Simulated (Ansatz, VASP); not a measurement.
**Hf3Ta2F in VASP and in Ansatz**

File INCAR:

```
SYSTEM = Hf3Ta2F
PREC     = Accurate       ! precision mode
ENCUT    = 520            ! plane-wave cutoff, eV
EDIFF    = 1E-7           ! SCF threshold, eV
ISMEAR   = 0              ! smearing method
SIGMA    = 0.1            ! smearing width, eV
LREAL    = .FALSE.        ! projectors in reciprocal space
LASPH    = .TRUE.         ! aspherical terms in the spheres
NELM     = 100            ! most SCF steps
ALGO     = Normal         ! electronic algorithm
ISIF     = 2              ! what is computed and relaxed
LWAVE    = .FALSE.        ! write WAVECAR
LCHARG   = .FALSE.        ! write CHGCAR
GGA      = PE             ! functional
NBANDS   = 38             ! bands
```

KPOINTS

```
Automatic mesh
0
G
  6 6 2
  0 0 0
```

POSCAR

```
Hf3Ta2F
1.0
    3.4081783800      0.0000000000      0.0000000000
    0.0000000000      3.4081783800      0.0000000000
    0.0000000000      0.0000000000     10.7920435200
Hf Ta F
3 2 1
Direct
    0.5000000000      0.5000000000      0.1787200000
    0.5000000000      0.5000000000      0.5000000000
    0.5000000000      0.5000000000      0.8212800000
    0.0000000000      0.0000000000      0.3334420000
    0.0000000000      0.0000000000      0.6665580000
    0.0000000000      0.0000000000      0.0000000000
```

Input for Ansatz:

```yaml
crystal:
  lattice:
    - [3.40817838, 0.0, 0.0]
    - [0.0, 3.40817838, 0.0]
    - [0.0, 0.0, 10.79204352]
  atoms:
    - { symbol: Hf, position: [0.5, 0.5, 0.17872] }
    - { symbol: Hf, position: [0.5, 0.5, 0.5] }
    - { symbol: Hf, position: [0.5, 0.5, 0.82128] }
    - { symbol: Ta, position: [0.0, 0.0, 0.333442] }
    - { symbol: Ta, position: [0.0, 0.0, 0.666558] }
    - { symbol: F, position: [0.0, 0.0, 0.0] }
basis:
  ecutwfc: 420
kpoints:
  mp_grid: { grid: [6, 6, 2] }
hamiltonian:
  xc: pbe
scf:
  occupations: { method: gaussian, width: 0.1 }
  lower_state_search: "off"
output:
  forces: true
  stress: true
  eigenvalues: true
```

Change from the starting cell: species swapped into the Pr3MgAl2 type (P4/mmm, No. 123).

Alike in both runs: task single point; functional PBE; k mesh 6 × 6 × 2; occupations gaussian, width 0.1 eV; no spin polarisation.

|  | VASP | Ansatz |
| --- | --- | --- |
| version | VASP 6.6.1 | Ansatz 0.2.0 |
| potentials or method | VASP PAW PBE potentials, release 64 (Hf_pv, Ta_pv, F), cutoff 520 eV | scalar-relativistic, plane waves, PAW |
| valence electrons in the cell | 59 | 111 |

|  | VASP | Ansatz | Ansatz less VASP |
| --- | --- | --- | --- |
| gap on the k mesh at the Fermi level (eV) | none | none | - |
| pressure (GPa) | -7.4 | -7.0 | +0.42 |
| traceless stress, the component that is largest in VASP (GPa) | 2.34 | 2.36 | +0.012 |
| rms of the force components (eV/Å) | 0.035 | 0.045 | +0.0103 |

Atom by atom the forces differ by 0.015 eV/Å (rms over components). A gap of «none» marks a metal or a gap that the smearing closes. The functional is the same, so the differences come from potentials, cutoffs and numerics. VASP's potentials hold 59 valence electrons a cell and Ansatz's 111, so a difference there can come from the potentials and not from the codes.

Spin-orbit coupling is off throughout.
